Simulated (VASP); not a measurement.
Wanted: the native input for a VASP 6.6.1 run.

```
Task                   : single point
Functional             : PBE
Dispersion             : D3(BJ)
Potentials or basis    : VASP PAW PBE potentials, release 64 (B)
Cutoff                 : 500 eV
k mesh                 : 36 × 36 × 14
Occupations            : gaussian, width 0.15 eV
Spin                   : no spin polarisation
Dipole correction      : no
Further INCAR settings : ALGO = Normal; EDIFF = 1e-06; NBANDS = 8
```

The structure of B lies in POSCAR:

```
B
1.0
    1.5598723450      0.0000000000      0.0000000000
   -0.7799361725      1.3508890774      0.0000000000
    0.0000000000      0.0000000000      4.3302918485
B
1
Direct
    0.0000000000      0.0000000000      0.0000000000
```

This isn't the form of B at room conditions, which is rhombohedral.

This cell differs from its parent crystal: ratio of the length along z to the lengths across it x 1.3, volume and fractional coordinates fixed.

The input as run:

INCAR

```
SYSTEM = B
ALGO = Normal ; EDIFF = 1E-6
ENCUT = 500 ; GGA = PE
GGA_COMPAT = .FALSE. ; ISIF = 2
ISMEAR = 0 ; IVDW = 12
LASPH = .TRUE. ; LCHARG = .TRUE.
LELF = .TRUE. ; LREAL = .FALSE.
LVHAR = .TRUE. ; LWAVE = .FALSE.
NBANDS = 8 ; NELM = 120
PREC = Accurate ; SIGMA = 0.15
```

KPOINTS

```
k-points
0
G
  36 36 14
  0 0 0
```

Potentials or basis: VASP PAW PBE potentials, release 64 (B).

Command:

```bash
$ cat potpaw_PBE.64/B/POTCAR > POTCAR
$ mpirun -np 1 vasp_std > vasp.out
```

Results of the run:

| Item | Value |
| --- | --- |
| Pressure | 59.8 GPa |
| Band gap on the k mesh | zero (an odd number of electrons rules out a gap without spin polarisation) |
| Dispersion energy per atom | -0.154 eV |

Caveat: the cell stands under pressure.

Run time: 34 s on 1 thread of Intel(R) Xeon(R) Platinum 8488C (Sapphire Rapids), with other jobs on the host, peak memory 0.17 GiB.
